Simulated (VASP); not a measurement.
A run of VASP 6.6.1:

Contents of INCAR:

```
PREC = Accurate
ENCUT = 520
EDIFF = 1E-6
ISMEAR = 0
SIGMA = 0.1
LREAL = False
LASPH = True
NELM = 60
ALGO = Fast
ISIF = 2
LWAVE = False
LCHARG = False
GGA = PS
NBANDS = 18
```

The input KPOINTS:

```
Automatic mesh
0
Gamma
  14 14 14
```

Contents of POSCAR:

```
ScAl3
1.0
    4.1527245886      0.0000000000      0.0000000000
    0.0000000000      4.1527245886      0.0000000000
    0.0000000000      0.0000000000      4.0224430329
Sc Al
1 3
Direct
    0.0000000000      0.0000000000      0.0000000000
    0.5000000000      0.0000000000      0.5000000000
    0.0000000000      0.5000000000      0.5000000000
    0.5000000000      0.5000000000      0.0000000000
```

Potentials or basis: VASP PAW PBE potentials, release 64 (Sc_sv, Al).

Launch:

```console
$ cat potpaw_PBE.64/Sc_sv/POTCAR potpaw_PBE.64/Al/POTCAR > POTCAR
$ mpirun -np 1 vasp_std > vasp.out
```

Hardware: 1 thread of Intel(R) Xeon(R) Platinum 8488C (Sapphire Rapids), on a shared host.

Problem. How long does it take, and how much memory?

Solution. Wall time 3.8 min on 1 thread of Intel(R) Xeon(R) Platinum 8488C (Sapphire Rapids), on a shared host, peak memory 0.43 GiB. Counts: scf iterations 17, k points 288.
